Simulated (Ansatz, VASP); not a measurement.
**Ge4H: VASP beside Ansatz**

INCAR

```
SYSTEM = Ge4H
PREC     = Accurate       ! precision mode
ENCUT    = 520            ! plane-wave cutoff, eV
EDIFF    = 1E-7           ! SCF threshold, eV
ISMEAR   = 0              ! smearing method
SIGMA    = 0.1            ! smearing width, eV
LREAL    = .FALSE.        ! projectors in reciprocal space
LASPH    = .TRUE.         ! aspherical terms in the spheres
NELM     = 100            ! most SCF steps
ALGO     = Normal         ! electronic algorithm
ISIF     = 2              ! what is computed and relaxed
LWAVE    = .FALSE.        ! write WAVECAR
LCHARG   = .FALSE.        ! write CHGCAR
LDIPOL   = .TRUE.       
IDIPOL   = 3            
DIPOL    = 0.5 0.5 0.336
GGA      = PE             ! functional
IVDW     = 12             ! dispersion correction
NBANDS   = 36             ! bands
```

Contents of KPOINTS:

```
regular mesh
0
G
  7 7 1
  0 0 0
```

Contents of POSCAR:

```
Ge4H
1.0
    4.0303587907      0.0000000000      0.0000000000
    0.0000000000      4.0303587907      0.0000000000
    0.0000000000      0.0000000000     21.6416627718
Ge H
4 1
Direct
    0.0000000000      0.5000000000      0.1848286817
    0.0000000000      0.0000000000      0.2506714513
    0.5000000000      0.0000000000      0.3196569899
    0.5000000000      0.5000000000      0.3854446333
    0.6250000000      0.7500000000      0.5379282957
```

Input for Ansatz:

```yaml
crystal:
  lattice:
    - [4.0303587907, 0.0, 0.0]
    - [0.0, 4.0303587907, 0.0]
    - [0.0, 0.0, 21.6416627718]
  atoms:
    - { symbol: Ge, position: [0.0, 0.5, 0.1848286817] }
    - { symbol: Ge, position: [0.0, 0.0, 0.2506714513] }
    - { symbol: Ge, position: [0.5, 0.0, 0.3196569899] }
    - { symbol: Ge, position: [0.5, 0.5, 0.3854446333] }
    - { symbol: H, position: [0.625, 0.75, 0.5379282957] }
basis:
  ecutwfc: 420
kpoints:
  mp_grid: { grid: [7, 7, 1] }
hamiltonian:
  xc: pbe
  pseudopotentials: { kind: paw, azcp: { folder: soft_1 } }
  dispersion: d3bj
scf:
  occupations: { method: gaussian, width: 0.1 }
output:
  forces: true
  eigenvalues: true
  write_density: true
  write_potential: true
  elf: true
  volumetric_format: npy
efield:
  axis: 3
  dipole_correction: true
  ramp_width: 0.04
```

Alike in both runs: task single point; functional PBE; dispersion D3(BJ); k mesh 7 × 7 × 1; occupations gaussian, width 0.1 eV; no spin polarisation.

|  | VASP | Ansatz |
| --- | --- | --- |
| version | VASP 6.6.1 | Ansatz 0.2.0 |
| potentials or method | VASP PAW PBE potentials, release 64 (Ge_d, H), cutoff 520 eV | scalar-relativistic, plane waves, PAW |
| valence electrons in the cell | 57 | 57 |

VASP gave:

* gap on the k mesh at the Fermi level (eV): none
* rms of the force components (eV/Å): 0.202

**Question.** Estimate Ansatz's values.

**Answer.** gap on the k mesh at the Fermi level (eV): none; rms of the force components (eV/Å): 0.201.

Atom by atom the forces differ by 0.001 eV/Å (rms over components). A gap of «none» marks a metal or a gap that the smearing closes. Ansatz's warnings: xc potential rough in thin density.
